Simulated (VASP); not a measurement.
Input of a VASP 6.6.1 run:

File INCAR:

```
ALGO     = Normal         # electronic algorithm
EDIFF    = 1E-6           # SCF threshold, eV
ENCUT    = 520            # plane-wave cutoff, eV
GGA      = PS             # functional
ISIF     = 2              # what is computed and relaxed
ISMEAR   = -1             # smearing method
LASPH    = T              # aspherical terms in the spheres
LCHARG   = F              # write CHGCAR
LREAL    = F              # projectors in reciprocal space
LWAVE    = F              # write WAVECAR
NBANDS   = 24             # bands
NELM     = 80             # most SCF steps
PREC     = Accurate       # precision mode
SIGMA    = 0.05           # smearing width, eV
```

The input KPOINTS:

```
k-points
0
Gamma
  6 6 2
```

File POSCAR:

```
NaSi2P3
1.0
    3.5575846582     -0.0015462011     -0.1032252462
   -1.7776029885      3.0063114274     -0.1021755789
   -0.2944681714     -0.5041152282      9.9159341098
Na Si P
1 2 3
Direct
    0.5640641782      0.8617621167      0.7076229066
   -0.0303501842     -0.3870049150      1.0445344778
    0.4530060899      0.7223472848      0.3704146699
   -0.0851641610      0.0733619492      0.2078169833
    0.8243993144      0.4523957643      0.4857556497
    0.2903113584      0.2660370867      0.9296547463
```

Potentials or basis: VASP PAW PBE potentials, release 64 (Na_pv, Si, P).

Launch:

```console
$ cat potpaw_PBE.64/Na_pv/POTCAR potpaw_PBE.64/Si/POTCAR potpaw_PBE.64/P/POTCAR > POTCAR
$ mpirun -np 1 vasp_std > vasp.out
```

Task: What does it give for the pressure?

Result: 0.1 GPa.

Task: Estimate the band gap on the k mesh.

Result: Zero (bands 15 and 16 overlap by 0.15 eV).

Task: Estimate the largest force.

Result: 0.007 eV/Å.

Forces in eV/Å, atoms in the order of the input:
```
Na  -0.001  0.001  0.001
Si   0.002 -0.004 -0.006
Si  -0.001 -0.003  0.005
P    0.001  0.003  0.000
P    0.000  0.002  0.003
P   -0.001  0.000 -0.002
```

Caveat: the PAW data sets were made with another functional, which shifts forces and pressure a little.
